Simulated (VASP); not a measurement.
# WS2 (Tungstenite) (P6_3/mmc) in VASP: further runs, part 2 of 3

VASP 6.6.1. The steps go on from the part before.

### 4 Single point, LDA (in-plane strain -0.01, then relaxed in part)

INCAR

```
ALGO = Normal
EDIFF = 1E-6
ENCUT = 520
GGA = CA
ISIF = 2
ISMEAR = 0
LASPH = T
LCHARG = F
LREAL = F
LWAVE = F
NBANDS = 35
NELM = 100
PREC = Accurate
SIGMA = 0.01
```

KPOINTS

```
k-points
0
Gamma
  6 6 2
```

POSCAR

```
WS2
1.0
    3.0955551730      0.0000000000      0.0000000000
   -1.5477775865      2.6808294186      0.0000000000
    0.0000000000      0.0000000000     12.2019366315
W S
2 4
Direct
    0.3333333333      0.6666666667      0.2500000000
    0.6666666667      0.3333333333      0.7500000000
    0.3333333333      0.6666666667      0.6210149920
    0.6666666667      0.3333333333      0.1210149920
    0.3333333333      0.6666666667      0.8789850080
    0.6666666667      0.3333333333      0.3789850080
```

Potentials or basis: VASP PAW LDA potentials, release 64 (W_sv, S).

Run with:

```bash
cat potpaw_LDA.64/W_sv/POTCAR potpaw_LDA.64/S/POTCAR > POTCAR
mpirun -np 1 vasp_std > vasp.out
```

OUTCAR:

```text
EDIFF = 1E-6
   ENCUT = 520
   GGA = CA
   ISIF = 2
   ISMEAR = 0
   LASPH = T
   LREAL = F
   NELM = 100
   PREC = Accurate

 ion  position               nearest neighbor table
   1  0.333  0.667  0.250-   4 2.38   6 2.38   4 2.38   6 2.38   4 2.38   6 2.38
   2  0.667  0.333  0.750-   3 2.38   5 2.38   3 2.38   5 2.38   3 2.38   5 2.38
   3  0.333  0.667  0.621-   2 2.38   2 2.38   2 2.38
   4  0.667  0.333  0.121-   1 2.38   1 2.38   1 2.38
   5  0.333  0.667  0.879-   2 2.38   2 2.38   2 2.38
   6  0.667  0.333  0.379-   1 2.38   1 2.38   1 2.38

  LATTYP: Found a hexagonal cell.
 ALAT       =     3.0955551730
 C/A-ratio  =     3.9417603466

  Lattice vectors:

 A1 = (   3.0955551730,   0.0000000000,   0.0000000000)
 A2 = (  -1.5477775865,   2.6808294186,   0.0000000000)
 A3 = (   0.0000000000,   0.0000000000,  12.2019366315)

Analysis of symmetry for initial positions (statically):
=====================================================================
 Subroutine PRICEL returns:
 Original cell was already a primitive cell.

 Routine SETGRP: Setting up the symmetry group for a
 hexagonal supercell.

 Subroutine GETGRP returns: Found 24 space group operations
 (whereof 12 operations were pure point group operations)
 out of a pool of 24 trial point group operations.

The static configuration has the point symmetry D_3d.
 The point group associated with its full space group is D_6h.

Analysis of symmetry for dynamics (positions and initial velocities):
=====================================================================
 Subroutine PRICEL returns:
 Original cell was already a primitive cell.

 Routine SETGRP: Setting up the symmetry group for a
 hexagonal supercell.

 Subroutine GETGRP returns: Found 24 space group operations
 (whereof 12 operations were pure point group operations)
 out of a pool of 24 trial point group operations.

The dynamic configuration has the point symmetry D_3d.
 The point group associated with its full space group is D_6h.

 Subroutine INISYM returns: Found 24 space group operations
 (whereof 12 operations are pure point group operations),
 and found     1 'primitive' translations

----------------------------------------------------------------------------------------

                                     Primitive cell

  volume of cell :     101.2597

  direct lattice vectors                    reciprocal lattice vectors
     3.095555173  0.000000000  0.000000000     0.323043830  0.186509442  0.000000000
    -1.547777587  2.680829419  0.000000000     0.000000000  0.373018885  0.000000000
     0.000000000  0.000000000 12.201936632     0.000000000  0.000000000  0.081954204

  length of vectors
     3.095555173  3.095555173 12.201936632     0.373018885  0.373018885  0.081954204

  position of ions in fractional coordinates (direct lattice)
     0.333333333  0.666666667  0.250000000
     0.666666667  0.333333333  0.750000000
     0.333333333  0.666666667  0.621014992
     0.666666667  0.333333333  0.121014992
     0.333333333  0.666666667  0.878985008
     0.666666667  0.333333333  0.378985008

[... 40 lines left out ...]
  0.500000  0.000000  0.000000      3.000000
  0.166667  0.166667  0.000000      6.000000
  0.333333  0.166667  0.000000     12.000000
  0.333333  0.333333  0.000000      2.000000
  0.000000  0.000000  0.500000      1.000000
  0.166667 -0.000000  0.500000      6.000000
  0.333333 -0.000000  0.500000      6.000000
  0.500000  0.000000  0.500000      3.000000
  0.166667  0.166667  0.500000      6.000000
  0.333333  0.166667  0.500000     12.000000
  0.333333  0.333333  0.500000      2.000000
   k-points           NKPTS =     14   k-points in BZ     NKDIM =     14   number of bands    NBANDS=     35
   number of dos      NEDOS =    301   number of ions     NIONS =      6
   total plane-waves  NPLWV =  55296
   dimension x,y,z NGX =    24 NGY =   24 NGZ =   96
   dimension x,y,z NGXF=    48 NGYF=   48 NGZF=  192
   ions per type =               2   4
   NGX,Y,Z   is equivalent  to a cutoff of  12.89, 12.89, 13.08 a.u.
   NGXF,Y,Z  is equivalent  to a cutoff of  25.78, 25.78, 26.16 a.u.
 SYSTEM =  unknown system
   PREC   = accura    normal or accurate (medium, high low for compatibility)
   ISTART =      0    job   : 0-new  1-cont  2-samecut
   ICHARG =      2    charge: 1-file 2-atom 10-const
   ISPIN  =      1    spin polarized calculation?
   LNONCOLLINEAR =      F non collinear calculations
   LSORBIT =      F    spin-orbit coupling
   LASPH  =      T    aspherical Exc in radial PAW
   ENCUT  =  520.0 eV  38.22 Ry    6.18 a.u.   5.76  5.76 22.69*2*pi/ulx,y,z
   NELM   =    100;   NELMIN=  2; NELMDL= -5     # of ELM steps
   EDIFF  = 0.1E-05   stopping-criterion for ELM
   LREAL  =      F    real-space projection
   EDIFFG = 0.1E-04   stopping-criterion for IOM
   NSW    =      0    number of steps for IOM
   IBRION =     -1    ionic relax: 0-MD 1-quasi-New 2-CG
   NFREE  =      0    steps in history (QN), initial steepest desc. (CG)
   ISIF   =      2    stress and relaxation
   ISYM   =      2    0-nonsym 1-usesym 2-fastsym
   POTIM  = 0.5000    time-step for ionic-motion
   TEBEG  =    0.0;   TEEND  =   0.0 temperature during run
   PSTRESS=    0.0 pullay stress
   NELECT =      52.0000    total number of electrons
   NUPDOWN=      -1.0000    fix difference up-down
   EMIN   =  10.00;   EMAX   =-10.00  energy-range for DOS
   EFERMI =   0.00;   METHOD = LEGACY
   ISMEAR =     0;   SIGMA  =   0.01  broadening in eV -4-tet -1-fermi 0-gaus
   EFERMI_NEDOS =   21; number of points for ismear=-14 and -15
   IALGO  =     38    algorithm
   IMIX   =      4    mixing-type and parameters
     AMIX     =   0.40;   BMIX     =  1.00
     AMIX_MAG =   1.60;   BMIX_MAG =  1.00
  volume/ion in A,a.u.               =      16.88       113.89
  Fermi-wavevector in a.u.,A,eV,Ry     =   1.310983  2.477399 23.384018  1.718677
  Thomas-Fermi vector in A             =   2.441476
   LORBIT       =      0    0 simple, 1 ext, 2 COOP (PROOUT), +10 PAW based schemes
   GGA     = CA    functional components
   LHFCALC =     F    Hartree Fock is set to
   AEXX    =    0.0000 exact exchange contribution
   IVDW    =     0    specifies the selected vdW correction
   LEPSILON=     F    determine dielectric tensor
   LRPA    =     F    only Hartree local field effects (RPA)
 non-spin polarized calculation
 Gauss-broadening in eV      SIGMA  =   0.01
  energy-cutoff  :      520.00
  volume of cell :      101.26
 maximum number of plane-waves:      2756
 NGX is ok and might be reduce to    24
   NGX = 11   NGY = 11   NGZ = 45

 number of electron      52.0000001 magnetization

 Free energy of the ion-electron system (eV)
  ---------------------------------------------------
  ext. energy  EPLUGINS =         0.00000000
  ---------------------------------------------------
  free energy    TOTEN  =       -52.49786800 eV

  energy without entropy =      -52.49786800  energy(sigma->0) =      -52.49786800

 E-fermi :   8.0844     XC(G=0): -11.5051

 val. band max:        7.8897609870   @ k =   0.0000   0.0000   0.0000
 cond. band min:       8.7686020728   @ k =   0.1667   0.1667   0.0000
 fundamental gap:      0.8788410857
 Fermi energy:         8.0844237530

 k-point     1 :       0.0000    0.0000    0.0000
  band No.  band energies     occupation
      1     -66.1258      2.00000
      2     -66.1258      2.00000
      3     -30.7181      2.00000
      4     -30.7180      2.00000
      5     -30.4517      2.00000
      6     -30.4517      2.00000
[... 521 lines left out ...]
     34      12.9711      0.00000
     35      14.5537      0.00000

------------------------ aborting loop because EDIFF is reached ----------------------------------------

  FORCE on cell =-STRESS in cart. coord.  units (eV):
  Direction    XX          YY          ZZ          XY          YZ          ZX
  --------------------------------------------------------------------------------------
  -------------------------------------------------------------------------------------
  Total        2.3416261      2.3416261      0.2771819      0.0000000      0.0000000      0.0000000
  in kB       37.0502921     37.0502921      4.3856996      0.0000000      0.0000000      0.0000000
  external PRESSURE =      26.1620946 kB  Pullay stress =       0.0000000 kB

 VOLUME and BASIS-vectors are now :
 -----------------------------------------------------------------------------
  energy-cutoff  :      520.00
  volume of cell :      101.26
      direct lattice vectors                 reciprocal lattice vectors
     3.095555173  0.000000000  0.000000000     0.323043830  0.186509442  0.000000000
    -1.547777587  2.680829419  0.000000000     0.000000000  0.373018885  0.000000000
     0.000000000  0.000000000 12.201936632     0.000000000  0.000000000  0.081954204

 POSITION                                       TOTAL-FORCE (eV/Angst)
 -----------------------------------------------------------------------------------
     -0.00000      1.78722      3.05048         0.000000      0.000000      0.000000
      1.54778      0.89361      9.15145         0.000000     -0.000000      0.000000
     -0.00000      1.78722      7.57759        -0.000000      0.000000     -0.048639
      1.54778      0.89361      1.47662         0.000000     -0.000000     -0.048639
     -0.00000      1.78722     10.72532        -0.000000      0.000000      0.048639
      1.54778      0.89361      4.62435        -0.000000     -0.000000      0.048639
 -----------------------------------------------------------------------------------
    total drift:                                0.000000     -0.000000      0.000000

  FREE ENERGIE OF THE ION-ELECTRON SYSTEM (eV)
  ---------------------------------------------------
  free  energy   TOTEN  =       -52.4978680032 eV

  energy  without entropy=      -52.4978680032  energy(sigma->0) =      -52.49786800
```

OSZICAR:

```text
N       E                     dE             d eps       ncg     rms          rms(c)
DAV:   1     0.507946523775E+03    0.50795E+03   -0.28116E+04  1028   0.149E+03
DAV:   2    -0.227222819800E+02   -0.53067E+03   -0.51353E+03  1132   0.417E+02
DAV:   3    -0.542741982413E+02   -0.31552E+02   -0.31016E+02  1218   0.981E+01
DAV:   4    -0.550319700866E+02   -0.75777E+00   -0.75361E+00  1157   0.153E+01
DAV:   5    -0.550475125215E+02   -0.15542E-01   -0.15534E-01  1199   0.233E+00    0.415E+01
DAV:   6    -0.528954209032E+02    0.21521E+01   -0.68387E+00  1123   0.177E+01    0.174E+01
DAV:   7    -0.526653809596E+02    0.23004E+00   -0.26224E+00  1066   0.821E+00    0.679E+00
DAV:   8    -0.525007244774E+02    0.16466E+00   -0.44482E-01  1128   0.450E+00    0.212E+00
DAV:   9    -0.525012892859E+02   -0.56481E-03   -0.54486E-02  1160   0.115E+00    0.115E+00
DAV:  10    -0.524982494038E+02    0.30399E-02   -0.24185E-02  1158   0.101E+00    0.382E-01
DAV:  11    -0.524978981058E+02    0.35130E-03   -0.32656E-03  1058   0.353E-01    0.169E-01
DAV:  12    -0.524978746801E+02    0.23426E-04   -0.12281E-04  1106   0.663E-02    0.827E-02
DAV:  13    -0.524978690560E+02    0.56241E-05   -0.30506E-05  1147   0.345E-02    0.383E-02
DAV:  14    -0.524978688748E+02    0.18115E-06   -0.10949E-05  1041   0.200E-02    0.282E-02
DAV:  15    -0.524978680032E+02    0.87164E-06   -0.15658E-06   611   0.921E-03
   1 F= -.52497868E+02 E0= -.52497868E+02  d E =-.211014-168
```

Wall time 38 s (1 thread of Intel Xeon Platinum 8375C at 2.90GHz (Ice Lake), shared host); peak memory 0.2 GiB.

What came out:

```yaml
Free_energy: -52.4979 eV
Pressure: 2.6 GPa
Largest_force: 0.049 eV/Å
Band_gap_on_the_k_mesh: 0.88 eV, indirect (least direct gap 2.04 eV)
```

Forces on the atoms (eV/Å):
```
W    0.000  0.000  0.000
W    0.000  0.000  0.000
S    0.000  0.000 -0.049
S    0.000  0.000 -0.049
S    0.000  0.000  0.049
S    0.000  0.000  0.049
```

Caveat: the cell differs from its parent crystal (in-plane strain -0.01, then relaxed in part); spin-orbit coupling is left out, which moves the levels of the heavy elements.

### 5 Single point, LDA (in-plane strain -0.01)

INCAR

```
SYSTEM = WS2
PREC = Accurate
ENCUT = 520
EDIFF = 1E-7
ISMEAR = 0
SIGMA = 0.01
LREAL = .False.
LASPH = .True.
NELM = 60
ALGO = Normal
ISIF = 2
LWAVE = .False.
LCHARG = .False.
NBANDS = 35
```

KPOINTS

```
regular mesh
0
Gamma
  6 6 2
  0 0 0
```

POSCAR

```
WS2
1.0
    3.0955551730      0.0000000000      0.0000000000
   -1.5477775865      2.6808294186      0.0000000000
    0.0000000000      0.0000000000     12.2321426840
W S
2 4
Direct
    0.3333333333      0.6666666667      0.2500000000
    0.6666666667      0.3333333333      0.7500000000
    0.3333333333      0.6666666667      0.6215353982
    0.6666666667      0.3333333333      0.1215353982
    0.3333333333      0.6666666667      0.8784646018
    0.6666666667      0.3333333333      0.3784646018
```

Potentials or basis: VASP PAW LDA potentials, release 64 (W_sv, S).

Run with:

```bash
cat potpaw_LDA.64/W_sv/POTCAR potpaw_LDA.64/S/POTCAR > POTCAR
mpirun -np 1 vasp_std > vasp.out
```

OUTCAR:

```text
SYSTEM = WS2
   PREC = Accurate
   ENCUT = 520
   EDIFF = 1E-7
   ISMEAR = 0
   LREAL = .False.
   LASPH = .True.
   NELM = 60
   ISIF = 2

 ion  position               nearest neighbor table
   1  0.333  0.667  0.250-   4 2.38   6 2.38   4 2.38   6 2.38   4 2.38   6 2.38
   2  0.667  0.333  0.750-   3 2.38   5 2.38   3 2.38   5 2.38   3 2.38   5 2.38
   3  0.333  0.667  0.622-   2 2.38   2 2.38   2 2.38
   4  0.667  0.333  0.122-   1 2.38   1 2.38   1 2.38
   5  0.333  0.667  0.878-   2 2.38   2 2.38   2 2.38
   6  0.667  0.333  0.378-   1 2.38   1 2.38   1 2.38

  LATTYP: Found a hexagonal cell.
 ALAT       =     3.0955551730
 C/A-ratio  =     3.9515182255

  Lattice vectors:

 A1 = (   3.0955551730,   0.0000000000,   0.0000000000)
 A2 = (  -1.5477775865,   2.6808294186,   0.0000000000)
 A3 = (   0.0000000000,   0.0000000000,  12.2321426840)

Analysis of symmetry for initial positions (statically):
=====================================================================
 Subroutine PRICEL returns:
 Original cell was already a primitive cell.
[... 171 lines left out ...]

 val. band max:        7.8509374256   @ k =   0.0000   0.0000   0.0000
 cond. band min:       8.7472830846   @ k =   0.1667   0.1667   0.0000
 fundamental gap:      0.8963456590
 Fermi energy:         8.0707533863

 k-point     1 :       0.0000    0.0000    0.0000
  band No.  band energies     occupation
      1     -66.1578      2.00000
      2     -66.1578      2.00000
      3     -30.7515      2.00000
      4     -30.7514      2.00000
      5     -30.4855      2.00000
      6     -30.4855      2.00000
[... 521 lines left out ...]
     34      12.9528      0.00000
     35      14.5130      0.00000

------------------------ aborting loop because EDIFF is reached ----------------------------------------

  FORCE on cell =-STRESS in cart. coord.  units (eV):
  Direction    XX          YY          ZZ          XY          YZ          ZX
  --------------------------------------------------------------------------------------
  -------------------------------------------------------------------------------------
  Total        2.4546641      2.4546641      0.5334448      0.0000000      0.0000000      0.0000000
  in kB       38.7429230     38.7429230      8.4195685      0.0000000      0.0000000      0.0000000
  external PRESSURE =      28.6351382 kB  Pullay stress =       0.0000000 kB

 VOLUME and BASIS-vectors are now :
 -----------------------------------------------------------------------------
  energy-cutoff  :      520.00
  volume of cell :      101.51
      direct lattice vectors                 reciprocal lattice vectors
     3.095555173  0.000000000  0.000000000     0.323043830  0.186509442  0.000000000
    -1.547777587  2.680829419  0.000000000     0.000000000  0.373018885  0.000000000
     0.000000000  0.000000000 12.232142684     0.000000000  0.000000000  0.081751826

 POSITION                                       TOTAL-FORCE (eV/Angst)
 -----------------------------------------------------------------------------------
     -0.00000      1.78722      3.05804         0.000000      0.000000      0.000000
      1.54778      0.89361      9.17411        -0.000000     -0.000000      0.000000
     -0.00000      1.78722      7.60271         0.000000      0.000000     -0.106397
      1.54778      0.89361      1.48664        -0.000000      0.000000     -0.106397
     -0.00000      1.78722     10.74550         0.000000     -0.000000      0.106397
      1.54778      0.89361      4.62943        -0.000000     -0.000000      0.106397
 -----------------------------------------------------------------------------------
    total drift:                               -0.000000      0.000000     -0.000000

  FREE ENERGIE OF THE ION-ELECTRON SYSTEM (eV)
  ---------------------------------------------------
  free  energy   TOTEN  =       -52.4970246393 eV

  energy  without entropy=      -52.4970246393  energy(sigma->0) =      -52.49702464
```

OSZICAR:

```text
N       E                     dE             d eps       ncg     rms          rms(c)
DAV:   1     0.508644621326E+03    0.50864E+03   -0.28594E+04  1060   0.151E+03
DAV:   2    -0.231937066757E+02   -0.53184E+03   -0.51446E+03  1135   0.417E+02
DAV:   3    -0.543193928700E+02   -0.31126E+02   -0.30608E+02  1210   0.965E+01
DAV:   4    -0.550302270655E+02   -0.71083E+00   -0.70794E+00  1189   0.151E+01
DAV:   5    -0.550444622924E+02   -0.14235E-01   -0.14227E-01  1183   0.224E+00    0.416E+01
DAV:   6    -0.528909206379E+02    0.21535E+01   -0.68028E+00  1135   0.176E+01    0.175E+01
DAV:   7    -0.526600105935E+02    0.23091E+00   -0.25725E+00  1085   0.815E+00    0.679E+00
DAV:   8    -0.524999790157E+02    0.16003E+00   -0.43091E-01  1144   0.445E+00    0.211E+00
DAV:   9    -0.525003626287E+02   -0.38361E-03   -0.52546E-02  1136   0.114E+00    0.114E+00
DAV:  10    -0.524973908293E+02    0.29718E-02   -0.23598E-02  1158   0.992E-01    0.378E-01
DAV:  11    -0.524970549044E+02    0.33592E-03   -0.32123E-03  1078   0.348E-01    0.173E-01
DAV:  12    -0.524970308074E+02    0.24097E-04   -0.12147E-04  1114   0.666E-02    0.813E-02
DAV:  13    -0.524970258552E+02    0.49522E-05   -0.28347E-05  1140   0.329E-02    0.390E-02
DAV:  14    -0.524970255815E+02    0.27373E-06   -0.10982E-05  1195   0.199E-02    0.267E-02
DAV:  15    -0.524970248274E+02    0.75410E-06   -0.15154E-06  1136   0.846E-03    0.146E-02
DAV:  16    -0.524970246477E+02    0.17962E-06   -0.58753E-07   996   0.321E-03    0.576E-03
DAV:  17    -0.524970246393E+02    0.84528E-08   -0.57917E-08   559   0.111E-03
   1 F= -.52497025E+02 E0= -.52497025E+02  d E =0.000000E+00
```

stdout:

```text
POSCAR found type information on POSCAR W S
 POSCAR found :  2 types and       6 ions
 scaLAPACK will be used
 LDA part: xc-table for (Slater(with rela. corr.)+CA(PZ))
 , standard interpolation
 POSCAR, INCAR and KPOINTS ok, starting setup
 FFT: planning ... GRIDC
 FFT: planning ... GRID_SOFT
 FFT: planning ... GRID
 WAVECAR not read
 entering main loop
```

Wall time 42 s (1 thread of Intel Xeon Platinum 8375C at 2.90GHz (Ice Lake), shared host); peak memory 0.2 GiB.

Results:

```yaml
Free_energy: -52.4970 eV
Pressure: 2.9 GPa
Largest_force: 0.106 eV/Å
Band_gap_on_the_k_mesh: 0.90 eV, indirect (least direct gap 2.04 eV)
```

Forces on the atoms (eV/Å):
```
W    0.000  0.000  0.000
W    0.000  0.000  0.000
S    0.000  0.000 -0.106
S    0.000  0.000 -0.106
S    0.000  0.000  0.106
S    0.000  0.000  0.106
```

Caveat: the cell differs from its parent crystal (in-plane strain -0.01); spin-orbit coupling is left out, which moves the levels of the heavy elements.

(Continued in part 3 of 3.)
